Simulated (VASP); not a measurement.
## TaS2: single point with PBE

TaS2:

```
Ta S
1.0
     3.35000    0.00000    0.00000
    -1.67500    2.90119    0.00000
     0.00000    0.00000    5.68420
Ta S
1 2
Direct
  0.00000 0.00000 0.00000
  0.33333 0.66667 0.25000
  0.66667 0.33333 0.75000
```

This cell differs from its parent crystal: zz strain of -3 %.

- Program: VASP 6.6.1
- Task: single point
- Functional: PBE
- Potentials or basis: VASP PAW PBE potentials, release 64 (Ta_pv, S)
- Cutoff: 500 eV
- k mesh: 9 × 9 × 5
- Occupations: fermi-dirac, width 0.03 eV
- Spin: no spin polarisation
- Dipole correction: no
- Further INCAR settings: ALGO = Normal; EDIFF = 1e-06; NBANDS = 18

| Item | Value |
| --- | --- |
| Pressure | 14.2 GPa |
| Largest force | 1.981 eV/Å |

Forces on the atoms (eV/Å):
```
Ta   0.000  0.000  0.000
S    0.000  0.000  1.981
S    0.000  0.000 -1.981
```

Stress tensor (GPa, compression positive):
```
11.67  0.00  0.00
 0.00 11.67  0.00
 0.00  0.00 19.34
```

Levels at points of the mesh, in eV from the Fermi level:
```
           k point  band 10  band 11  band 12  band 13  band 14  band 15
(0.00, 0.00, 0.00)    -0.89    -0.89    -0.07    -0.07     0.43     4.21
```

It took 49 s on 1 thread of Intel Xeon 8259CL, on a shared host, peak memory 0.19 GiB.

Caveat: the cell differs from its parent crystal (zz strain of -3 %); spin-orbit coupling is left out, which moves the levels of the heavy elements; forces of over 1 eV/Å act on the atoms, so gaps and moduli don't describe the material at rest.
